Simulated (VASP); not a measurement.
Wanted: the native input for a VASP 6.6.1 run.

```yaml
Task: single point
Functional: PBE
Potentials_or_basis: VASP PAW PBE potentials, release 64 (Re, F)
Cutoff: 520 eV
k_mesh: 10 × 10 × 5
Occupations: gaussian, width 0.05 eV
Spin: collinear spin, antiferromagnetic start
Starting_moments: "[2.0, -2.0, 0.0, 0.0, 0.0, 0.0, 0.0, 0.0] μB"
Dipole_correction: no
Further_INCAR_settings: ALGO = Normal; EDIFF = 1e-07; NBANDS = 42
```

The structure of ReF3 lies in POSCAR:

```
ReF3
1.0
    4.0727436752      0.0000000000      4.0727436752
    0.0000000000      4.0727436752      4.0727436752
    0.0000000000      0.0000000000      8.1454873504
Re F
2 6
Direct
    0.0000000000      0.0000000000      0.0000000000
    0.0000000000      0.0000000000      0.5000000000
    0.5000000000      0.0000000000      0.7500000000
    0.0000000000      0.0000000000      0.2500000000
    0.0000000000      0.5000000000      0.7500000000
    0.5000000000      0.0000000000      0.2500000000
    0.0000000000      0.0000000000      0.7500000000
    0.0000000000      0.5000000000      0.2500000000
```

These files were run (other wordings do the same):

INCAR

```
SYSTEM = ReF3
PREC     = Accurate       ! precision mode
ENCUT    = 520            ! plane-wave cutoff, eV
EDIFF    = 1E-7           ! SCF threshold, eV
ISMEAR   = 0              ! smearing method
SIGMA    = 0.05           ! smearing width, eV
LREAL    = .False.        ! projectors in reciprocal space
LASPH    = .True.         ! aspherical terms in the spheres
NELM     = 150            ! most SCF steps
ALGO     = Normal         ! electronic algorithm
ISIF     = 2              ! what is computed and relaxed
LWAVE    = .False.        ! write WAVECAR
LCHARG   = .False.        ! write CHGCAR
ISPIN    = 2              ! spin polarisation
MAGMOM   = 2 -2 0 0 0 0 0 0 ! initial moments
LORBIT   = 11             ! projections on sites
LMAXMIX  = 4              ! l up to which the mixer works
GGA      = PE             ! functional
NBANDS   = 42             ! bands
```

KPOINTS

```
regular mesh
0
Gamma
  10 10 5
  0 0 0
```

Potentials or basis: VASP PAW PBE potentials, release 64 (Re, F).

The run is started by

```bash
$ cat potpaw_PBE.64/Re/POTCAR potpaw_PBE.64/F/POTCAR > POTCAR
$ mpirun -np 1 vasp_std > vasp.out
```

Results of the run:

The pressure is -0.7 GPa, the band gap on the k mesh is zero (filled and empty bands overlap) and the net moment is 0.00 μB per cell. The site moments are Re +1.06, -1.06; F +0.00 μB. The valence electrons inside the program's atomic spheres are Re 5.48; F 6.09.

Caveat: spin-orbit coupling is left out, which moves the levels of the heavy elements.

Wall time 11 min on 1 thread of Intel(R) Xeon(R) Platinum 8375C CPU @ 2.90GHz (Ice Lake) (shared host), peak memory 0.62 GiB.
